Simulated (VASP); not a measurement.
Input of a VASP 6.6.1 run:

Contents of POSCAR:

```
RbCl
1.0
    0.0000000000      3.3068991505      3.3068991505
    3.3068991505      0.0000000000      3.3068991505
    3.3068991505      3.3068991505      0.0000000000
Rb Cl
1 1
Direct
    0.5000000000      0.5000000000      0.5000000000
    0.0000000000      0.0000000000      0.0000000000
```

Contents of INCAR.step1:

```
SYSTEM = RbCl
ALGO     = Normal         ! electronic algorithm
EDIFF    = 1E-5           ! SCF threshold, eV
ENCUT    = 550            ! plane-wave cutoff, eV
GGA      = PE             ! functional
GGA_COMPAT= .False.      
ISMEAR   = 1              ! smearing method
LASPH    = .True.         ! aspherical terms in the spheres
LCHARG   = .False.        ! write CHGCAR
LREAL    = .False.        ! projectors in reciprocal space
LWAVE    = .True.         ! write WAVECAR
NBANDS   = 15             ! bands
NELM     = 120            ! most SCF steps
PREC     = Accurate       ! precision mode
SIGMA    = 0.1            ! smearing width, eV
```

Contents of INCAR.step2:

```
SYSTEM = RbCl
ALGO     = Normal         ! electronic algorithm
EDIFF    = 1E-6           ! SCF threshold, eV
ENCUT    = 550            ! plane-wave cutoff, eV
GGA_COMPAT= .False.      
ISIF     = 2              ! what is computed and relaxed
ISMEAR   = 1              ! smearing method
ISTART   = 1            
LASPH    = .True.         ! aspherical terms in the spheres
LCHARG   = .False.        ! write CHGCAR
LMIXTAU  = .True.       
LREAL    = .False.        ! projectors in reciprocal space
LWAVE    = .False.        ! write WAVECAR
METAGGA  = R2SCAN         ! meta-GGA
NBANDS   = 15             ! bands
NELM     = 120            ! most SCF steps
PREC     = Accurate       ! precision mode
SIGMA    = 0.1            ! smearing width, eV
```

KPOINTS

```
k-points
0
Gamma
  6 6 6
  0 0 0
```

Potentials or basis: VASP PAW PBE potentials, release 64 (Rb_sv, Cl).

Run with:

```console
$ cat potpaw_PBE.64/Rb_sv/POTCAR potpaw_PBE.64/Cl/POTCAR > POTCAR
$ cp INCAR.step1 INCAR
$ mpirun -np 1 vasp_std > vasp.out
$ cp INCAR.step2 INCAR
$ mpirun -np 1 vasp_std > vasp.out
```

Task: What does it give for the band gap on the k mesh?

Result: 5.56 eV.

Task: Estimate the pressure.

Result: 0.0 GPa.

Caveat: the PAW data sets were made with another functional, which shifts forces and pressure a little.
